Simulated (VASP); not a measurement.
# HgTe in VASP: a series of runs

The runs below take HgTe through electric field gradients, with LDA.

Program: VASP 6.6.1. These are calculated values, not measurements. Logs are shortened: lines on timing, memory, paths and dates and some standing lists are left out, and cuts for length are marked.

## Step 1: The cell of the first run

It takes space group R-3m (No. 166, trigonal). Conventional cell: a = 4.070 Å, b = 4.070 Å, c = 10.424 Å, α = 90.00°, β = 90.00°, γ = 120.00°. Hg (site symmetry -3m) has 6 Te at 2.92 Å within 3.8 Å. Within 3.8 Å of Te (site symmetry -3m) lie 6 Hg at 2.92 Å.

## Step 2: Electric field gradients, LDA (equal xy, yz and zx shear strains of +3 %)

Input file INCAR:

```
PREC = Accurate
ENCUT = 520
EDIFF = 1E-8
ISMEAR = -1
SIGMA = 0.08
LREAL = F
LASPH = T
NELM = 100
ALGO = Normal
ISIF = 2
LWAVE = F
LCHARG = F
GGA = CA
LEFG = T
NBANDS = 16
```

Input file KPOINTS:

```
regular mesh
0
Gamma
  10 10 10
```

Input file POSCAR:

```
HgTe
1.0
    0.0876450000      2.9653225000      2.9653225000
    2.9653225000      0.0876450000      2.9653225000
    2.9653225000      2.9653225000      0.0876450000
Hg Te
1 1
Direct
    0.0000000000      0.0000000000      0.0000000000
    0.5000000000      0.5000000000      0.5000000000
```

Potentials or basis: VASP PAW LDA potentials, release 64 (Hg, Te).

On the command line:

```sh
$ cat potpaw_LDA.64/Hg/POTCAR potpaw_LDA.64/Te/POTCAR > POTCAR
$ mpirun -np 1 vasp_std > vasp.out
```

OUTCAR:

```text
PREC = Accurate
   ENCUT = 520
   EDIFF = 1E-8
   ISMEAR = -1
   LREAL = F
   LASPH = T
   NELM = 100
   ISIF = 2
   GGA = CA

 ion  position               nearest neighbor table
   1  0.000  0.000  0.000-   2 2.92   2 2.92   2 2.92   2 2.92   2 2.92   2 2.92
   2  0.500  0.500  0.500-   1 2.92   1 2.92   1 2.92   1 2.92   1 2.92   1 2.92

  LATTYP: Found a trigonal (rhomboedric) cell.
 ALAT       =     4.1945150738
 COS(alpha) =     0.5293254421

  Lattice vectors:

 A1 = (   0.0876450000,   2.9653225000,   2.9653225000)
 A2 = (   2.9653225000,   0.0876450000,   2.9653225000)
 A3 = (   2.9653225000,   2.9653225000,   0.0876450000)

Analysis of symmetry for initial positions (statically):
=====================================================================
 Subroutine PRICEL returns:
 Original cell was already a primitive cell.

 Routine SETGRP: Setting up the symmetry group for a
 trigonal (rhombohedral) supercell.

 Subroutine GETGRP returns: Found 12 space group operations
 (whereof 12 operations were pure point group operations)
 out of a pool of 12 trial point group operations.

The static configuration has the point symmetry D_3d.

Analysis of symmetry for dynamics (positions and initial velocities):
=====================================================================
 Subroutine PRICEL returns:
 Original cell was already a primitive cell.

 Routine SETGRP: Setting up the symmetry group for a
 trigonal (rhombohedral) supercell.

 Subroutine GETGRP returns: Found 12 space group operations
 (whereof 12 operations were pure point group operations)
 out of a pool of 12 trial point group operations.

The dynamic configuration has the point symmetry D_3d.

 Subroutine INISYM returns: Found 12 space group operations
 (whereof 12 operations are pure point group operations),
 and found     1 'primitive' translations

----------------------------------------------------------------------------------------

                                     Primitive cell

  volume of cell :      49.8376

  direct lattice vectors                    reciprocal lattice vectors
     0.087645000  2.965322500  2.965322500    -0.176281586  0.171220871  0.171220871
     2.965322500  0.087645000  2.965322500     0.171220871 -0.176281586  0.171220871
     2.965322500  2.965322500  0.087645000     0.171220871  0.171220871 -0.176281586

  length of vectors
     4.194515074  4.194515074  4.194515074     0.299513556  0.299513556  0.299513556

  position of ions in fractional coordinates (direct lattice)
     0.000000000  0.000000000  0.000000000
     0.500000000  0.500000000  0.500000000

  ion indices of the primitive-cell ions
   primitive index   ion index
                 1           1
                 2           2

----------------------------------------------------------------------------------------

 KPOINTS: regular mesh

Automatic generation of k-mesh.
 Grid dimensions read from file:
 generate k-points for:   10   10   10

 Generating k-lattice:

  Cartesian coordinates                     Fractional coordinates (reciprocal lattice)
    -0.017628159  0.017122087  0.017122087     0.100000000  0.000000000 -0.000000000
     0.017122087 -0.017628159  0.017122087     0.000000000  0.100000000 -0.000000000
     0.017122087  0.017122087 -0.017628159     0.000000000  0.000000000  0.100000000

  Length of vectors
     0.029951356  0.029951356  0.029951356

  Shift w.r.t. Gamma in fractional coordinates (k-lattice)
     0.000000000  0.000000000  0.000000000

 Subroutine IBZKPT returns following result:
 ===========================================

 Found    116 irreducible k-points:

 Following reciprocal coordinates:
            Coordinates               Weight
  0.000000  0.000000  0.000000      1.000000
  0.100000  0.000000 -0.000000      6.000000
  0.200000  0.000000 -0.000000      6.000000
  0.300000  0.000000  0.000000      6.000000
  0.400000  0.000000  0.000000      6.000000
  0.500000  0.000000 -0.000000      3.000000
[... 16 lines left out ...]
  0.300000  0.300000  0.000000      6.000000
  0.400000  0.300000  0.000000     12.000000
 [... further k-points ...]
   k-points           NKPTS =    116   k-points in BZ     NKDIM =    116   number of bands    NBANDS=     16
   number of dos      NEDOS =    301   number of ions     NIONS =      2
   total plane-waves  NPLWV =  32768
   dimension x,y,z NGX =    32 NGY =   32 NGZ =   32
   dimension x,y,z NGXF=    64 NGYF=   64 NGZF=   64
   ions per type =               1   1
   NGX,Y,Z   is equivalent  to a cutoff of  12.68, 12.68, 12.68 a.u.
   NGXF,Y,Z  is equivalent  to a cutoff of  25.37, 25.37, 25.37 a.u.
 SYSTEM =  unknown system
   PREC   = accura    normal or accurate (medium, high low for compatibility)
   ISTART =      0    job   : 0-new  1-cont  2-samecut
   ICHARG =      2    charge: 1-file 2-atom 10-const
   ISPIN  =      1    spin polarized calculation?
   LNONCOLLINEAR =      F non collinear calculations
   LSORBIT =      F    spin-orbit coupling
   LASPH  =      T    aspherical Exc in radial PAW
   ENCUT  =  520.0 eV  38.22 Ry    6.18 a.u.   7.80  7.80  7.80*2*pi/ulx,y,z
   NELM   =    100;   NELMIN=  2; NELMDL= -5     # of ELM steps
   EDIFF  = 0.1E-07   stopping-criterion for ELM
   LREAL  =      F    real-space projection
   EDIFFG = 0.1E-06   stopping-criterion for IOM
   NSW    =      0    number of steps for IOM
   IBRION =     -1    ionic relax: 0-MD 1-quasi-New 2-CG
   NFREE  =      0    steps in history (QN), initial steepest desc. (CG)
   ISIF   =      2    stress and relaxation
   ISYM   =      2    0-nonsym 1-usesym 2-fastsym
   POTIM  = 0.5000    time-step for ionic-motion
   TEBEG  =    0.0;   TEEND  =   0.0 temperature during run
   PSTRESS=    0.0 pullay stress
   NELECT =      18.0000    total number of electrons
   NUPDOWN=      -1.0000    fix difference up-down
   EMIN   =  10.00;   EMAX   =-10.00  energy-range for DOS
   EFERMI =   0.00;   METHOD = LEGACY
   ISMEAR =    -1;   SIGMA  =   0.08  broadening in eV -4-tet -1-fermi 0-gaus
   EFERMI_NEDOS =   21; number of points for ismear=-14 and -15
   IALGO  =     38    algorithm
   IMIX   =      4    mixing-type and parameters
     AMIX     =   0.40;   BMIX     =  1.00
     AMIX_MAG =   1.60;   BMIX_MAG =  1.00
  volume/ion in A,a.u.               =      24.92       168.16
  Fermi-wavevector in a.u.,A,eV,Ry     =   1.165860  2.203157 18.493453  1.359230
  Thomas-Fermi vector in A             =   2.302381
   LORBIT       =      0    0 simple, 1 ext, 2 COOP (PROOUT), +10 PAW based schemes
   GGA     = CA    functional components
   LHFCALC =     F    Hartree Fock is set to
   AEXX    =    0.0000 exact exchange contribution
   IVDW    =     0    specifies the selected vdW correction
   LEPSILON=     F    determine dielectric tensor
   LRPA    =     F    only Hartree local field effects (RPA)
 non-spin polarized calculation
  energy-cutoff  :      520.00
  volume of cell :       49.84
 maximum number of plane-waves:      1366
   NGX = 15   NGY = 15   NGZ = 15

 number of electron      18.0000002 magnetization

 Free energy of the ion-electron system (eV)
  ---------------------------------------------------
  ext. energy  EPLUGINS =         0.00000000
  ---------------------------------------------------
  free energy    TOTEN  =        -4.88966987 eV

  energy without entropy =       -4.87677413  energy(sigma->0) =       -4.88322200

 E-fermi :   5.7938     XC(G=0): -10.7542

 val. band max:        5.7350767082   @ k =   0.3000   0.0000   0.0000
 cond. band min:       5.8211454124   @ k =   0.3000   0.3000   0.3000
 fundamental gap:      0.0860687042
 Fermi energy:         5.7938207129

 k-point     1 :       0.0000    0.0000    0.0000
  band No.  band energies     occupation
      1      -7.2762      2.00000
      2      -1.4646      2.00000
      3      -1.4646      2.00000
      4      -1.4350      2.00000
      5      -1.3783      2.00000
      6      -1.3783      2.00000
[... 8 lines left out ...]
     15      13.8274      0.00000
     16      13.8311      0.00000

 k-point     2 :       0.1000    0.0000   -0.0000
  band No.  band energies     occupation
      1      -7.1650      2.00000
      2      -1.5199      2.00000
      3      -1.5034      2.00000
      4      -1.4216      2.00000
      5      -1.3899      2.00000
      6      -1.3640      2.00000
[... 8 lines left out ...]
     15      13.6785      0.00000
     16      14.0738      0.00000

 k-point     3 :       0.2000    0.0000   -0.0000
  band No.  band energies     occupation
      1      -6.8436      2.00000
      2      -1.6627      2.00000
      3      -1.6215      2.00000
      4      -1.4762      2.00000
      5      -1.3456      2.00000
      6      -1.3037      2.00000
[... 8 lines left out ...]
     15      14.1460      0.00000
     16      14.6200      0.00000

 k-point     4 :       0.3000    0.0000    0.0000
  band No.  band energies     occupation
      1      -6.3593      2.00000
      2      -1.8270      2.00000
      3      -1.7645      2.00000
      4      -1.6579      2.00000
      5      -1.2693      2.00000
      6      -1.2211      2.00000
[... 8 lines left out ...]
     15      14.9930      0.00000
     16      15.4932      0.00000

 k-point     5 :       0.4000    0.0000    0.0000
  band No.  band energies     occupation
      1      -5.8400      2.00000
      2      -2.0139      2.00000
      3      -1.9506      2.00000
      4      -1.8748      2.00000
      5      -1.2073      2.00000
      6      -1.1515      2.00000
[... 8 lines left out ...]
     15      16.0969      0.00000
     16      16.6016      0.00000

 k-point     6 :       0.5000    0.0000   -0.0000
  band No.  band energies     occupation
      1      -5.5836      2.00000
      2      -2.2530      2.00000
      3      -1.9966      2.00000
      4      -1.9157      2.00000
      5      -1.1840      2.00000
      6      -1.1243      2.00000
[... 8 lines left out ...]
     15      16.5832      0.00000
     16      17.3642      0.00000
[... 267 lines left out ...]
 k-point    21 :      -0.3000    0.2000    0.0000
  band No.  band energies     occupation
      1      -5.8576      2.00000
      2      -2.0139      2.00000
      3      -1.9163      2.00000
      4      -1.5122      2.00000
      5      -1.2190      2.00000
      6      -1.0764      2.00000
[... 8 lines left out ...]
     15      15.9966      0.00000
     16      17.8110      0.00000

 k-point    22 :      -0.2000    0.2000    0.0000
  band No.  band energies     occupation
      1      -6.2471      2.00000
      2      -1.8779      2.00000
      3      -1.8762      2.00000
      4      -1.4881      2.00000
      5      -1.2821      2.00000
      6      -1.1473      2.00000
[... 8 lines left out ...]
     15      15.7285      0.00000
     16      17.6204      0.00000

 k-point    23 :       0.3000    0.3000    0.0000
  band No.  band energies     occupation
      1      -6.3091      2.00000
      2      -1.8245      2.00000
      3      -1.5347      2.00000
      4      -1.3761      2.00000
      5      -1.2307      2.00000
      6      -1.2079      2.00000
[... 8 lines left out ...]
     15      17.5870      0.00000
     16      17.7370      0.00000

 k-point    24 :       0.4000    0.3000    0.0000
  band No.  band energies     occupation
      1      -6.0805      2.00000
      2      -1.6359      2.00000
      3      -1.5528      2.00000
      4      -1.4411      2.00000
      5      -1.1583      2.00000
      6      -1.1216      2.00000
[... 8 lines left out ...]
     15      17.9772      0.00000
     16      18.3164      0.00000

 [... further k-points ...]
[... 5 lines left out ...]
  --------------------------------------------------------------------------------------
  -------------------------------------------------------------------------------------
  Total        1.3776989      1.3776989      1.3776989     -0.1851048     -0.1851048     -0.1851048
  in kB       44.2901905     44.2901905     44.2901905     -5.9507393     -5.9507393     -5.9507393
  external PRESSURE =      44.2901905 kB  Pullay stress =       0.0000000 kB

 VOLUME and BASIS-vectors are now :
 -----------------------------------------------------------------------------
  energy-cutoff  :      520.00
  volume of cell :       49.84
      direct lattice vectors                 reciprocal lattice vectors
     0.087645000  2.965322500  2.965322500    -0.176281586  0.171220871  0.171220871
     2.965322500  0.087645000  2.965322500     0.171220871 -0.176281586  0.171220871
     2.965322500  2.965322500  0.087645000     0.171220871  0.171220871 -0.176281586

 POSITION                                       TOTAL-FORCE (eV/Angst)
 -----------------------------------------------------------------------------------
      0.00000      0.00000      0.00000         0.000000      0.000000      0.000000
      3.00915      3.00915      3.00915        -0.000000     -0.000000     -0.000000
 -----------------------------------------------------------------------------------
    total drift:                                0.000000     -0.000000     -0.000000

  FREE ENERGIE OF THE ION-ELECTRON SYSTEM (eV)
  ---------------------------------------------------
  free  energy   TOTEN  =        -4.8896698700 eV

  energy  without entropy=       -4.8767741335  energy(sigma->0) =       -4.88322200

 Electric field gradients (V/A^2)
---------------------------------------------------------------------
 ion       V_xx      V_yy      V_zz      V_xy      V_xz      V_yz
---------------------------------------------------------------------
   1      -0.000    -0.000    -0.000   -11.756   -11.756   -11.756
   2      -0.000     0.000     0.000    15.723    15.723    15.723
---------------------------------------------------------------------

 Electric field gradients after diagonalization (V/A^2)
 (convention: |V_zz| > |V_xx| > |V_yy|)
----------------------------------------------------------------------
 ion       V_xx      V_yy      V_zz     asymmetry (V_yy - V_xx)/ V_zz
----------------------------------------------------------------------
   1      11.756    11.756   -23.512       0.000
   2     -15.723   -15.723    31.446       0.000
----------------------------------------------------------------------

           NMR quadrupolar parameters

 Cq : quadrupolar parameter    Cq=e*Q*V_zz/h
 eta: asymmetry parameters     (V_yy - V_xx)/ V_zz
 Q  : nuclear electric quadrupole moment in mb (millibarn)
----------------------------------------------------------------------
 ion       Cq(MHz)       eta       Q (mb)
----------------------------------------------------------------------
   1      -0.057       0.000       1.000
   2       0.076       0.000       1.000
----------------------------------------------------------------------
```

Run time: 88 s. Hardware: 1 thread of Intel Xeon Platinum 8488C (Sapphire Rapids), shared host; peak memory 0.22 GiB.

What came out:

```
Free energy            : -4.8897 eV
Pressure               : 4.4 GPa
Band gap on the k mesh : zero (band 9 reaches 6.34 eV, above the bottom of band 10 at 3.15 eV)
```

Levels at points of the mesh, in eV from the Fermi level:
| k point | band 5 | band 6 | band 7 | band 8 | band 9 | band 10 | band 11 | band 12 | band 13 | band 14 |
| --- | --- | --- | --- | --- | --- | --- | --- | --- | --- | --- |
| (0.00, 0.00, 0.00) | -7.17 | -7.17 | -1.21 | -0.75 | -0.75 | -0.49 | 7.35 | 7.73 | 7.90 | 7.90 |
| (0.50, 0.00, 0.00) | -6.98 | -6.92 | -6.02 | 0.37 | 0.41 | 2.26 | 3.49 | 3.79 | 4.19 | 10.61 |
| (0.50, 0.50, 0.00) | -6.84 | -6.01 | -5.20 | -3.00 | -2.99 | -2.64 | 4.64 | 9.56 | 9.78 | 10.65 |
| (0.50, 0.50, 0.50) | -6.97 | -6.97 | -6.24 | 0.55 | 0.55 | 2.69 | 4.01 | 4.01 | 4.64 | 10.54 |

Electric field gradients, principal values (V/Å²):
| atom | least | middle | greatest (by size) |
| --- | --- | --- | --- |
| 1 Hg | 11.756 | 11.756 | -23.512 |
| 2 Te | -15.723 | -15.723 | 31.446 |

Caveat: the cell differs from its parent crystal (equal xy, yz and zx shear strains of +3 %); without QUAD_EFG the Cq values of the log hold for a quadrupole moment of 1 mb, not for the nuclei; spin-orbit coupling is left out, which moves the levels of the heavy elements.

## Step 3: Electric field gradients, LDA (equal xy, yz and zx shear strains of -3 %)

Input file INCAR:

```
SYSTEM = HgTe
ALGO = Normal
EDIFF = 1E-8
ENCUT = 520
ISIF = 2
ISMEAR = -1
LASPH = .TRUE.
LCHARG = .FALSE.
LEFG = .TRUE.
LREAL = .FALSE.
LWAVE = .FALSE.
NBANDS = 16
NELM = 80
PREC = Accurate
SIGMA = 0.08
```

Input file KPOINTS:

```
k-points
0
G
  10 10 10
  0 0 0
```

Input file POSCAR:

```
HgTe
1.0
   -0.0876450000      2.8776775000      2.8776775000
    2.8776775000     -0.0876450000      2.8776775000
    2.8776775000      2.8776775000     -0.0876450000
Hg Te
1 1
Direct
    0.0000000000      0.0000000000      0.0000000000
    0.5000000000      0.5000000000      0.5000000000
```

Potentials or basis: VASP PAW LDA potentials, release 64 (Hg, Te).

On the command line:

```sh
$ cat potpaw_LDA.64/Hg/POTCAR potpaw_LDA.64/Te/POTCAR > POTCAR
$ mpirun -np 1 vasp_std > vasp.out
```

OUTCAR:

```text
SYSTEM = HgTe
   EDIFF = 1E-8
   ENCUT = 520
   ISIF = 2
   ISMEAR = -1
   LASPH = .TRUE.
   LREAL = .FALSE.
   NELM = 80
   PREC = Accurate

 ion  position               nearest neighbor table
   1  0.000  0.000  0.000-   2 2.92   2 2.92   2 2.92   2 2.92   2 2.92   2 2.92
   2  0.500  0.500  0.500-   1 2.92   1 2.92   1 2.92   1 2.92   1 2.92   1 2.92

  LATTYP: Found a trigonal (rhomboedric) cell.
 ALAT       =     4.0705942114
 COS(alpha) =     0.4693254694

  Lattice vectors:

 A1 = (  -0.0876450000,   2.8776775000,   2.8776775000)
 A2 = (   2.8776775000,  -0.0876450000,   2.8776775000)
 A3 = (   2.8776775000,   2.8776775000,  -0.0876450000)
[... 667 lines left out ...]
  free  energy   TOTEN  =        -4.8897837014 eV

  energy  without entropy=       -4.8768230347  energy(sigma->0) =       -4.88330337

 Electric field gradients (V/A^2)
---------------------------------------------------------------------
 ion       V_xx      V_yy      V_zz      V_xy      V_xz      V_yz
---------------------------------------------------------------------
   1      -0.000     0.000     0.000    11.924    11.924    11.924
   2       0.000     0.000    -0.000   -14.931   -14.931   -14.931
---------------------------------------------------------------------

 Electric field gradients after diagonalization (V/A^2)
 (convention: |V_zz| > |V_xx| > |V_yy|)
----------------------------------------------------------------------
 ion       V_xx      V_yy      V_zz     asymmetry (V_yy - V_xx)/ V_zz
----------------------------------------------------------------------
   1     -11.924   -11.924    23.849       0.000
   2      14.931    14.931   -29.862       0.000
----------------------------------------------------------------------

           NMR quadrupolar parameters

 Cq : quadrupolar parameter    Cq=e*Q*V_zz/h
 eta: asymmetry parameters     (V_yy - V_xx)/ V_zz
 Q  : nuclear electric quadrupole moment in mb (millibarn)
----------------------------------------------------------------------
 ion       Cq(MHz)       eta       Q (mb)
----------------------------------------------------------------------
   1       0.058       0.000       1.000
   2      -0.072       0.000       1.000
----------------------------------------------------------------------
```

Wall time 91 s (1 thread of Intel Xeon Platinum 8488C (Sapphire Rapids), shared host); peak memory 0.22 GiB.

What came out:

```
Free energy            : -4.8898 eV
Pressure               : 4.4 GPa
Band gap on the k mesh : zero (band 9 reaches 6.28 eV, above the bottom of band 10 at 3.16 eV)
```

Stress tensor (GPa, compression positive):
```
4.43 0.56 0.56
0.56 4.43 0.56
0.56 0.56 4.43
```

Electric field gradients, principal values (V/Å²):
```csv
atom,least,middle,greatest (by size)
1 Hg,-11.924,-11.924,23.849
2 Te,14.931,14.931,-29.862
```

Caveat: the cell differs from its parent crystal (equal xy, yz and zx shear strains of -3 %); without QUAD_EFG the Cq values of the log hold for a quadrupole moment of 1 mb, not for the nuclei; spin-orbit coupling is left out, which moves the levels of the heavy elements.

(Continued in part 2 of 3.)
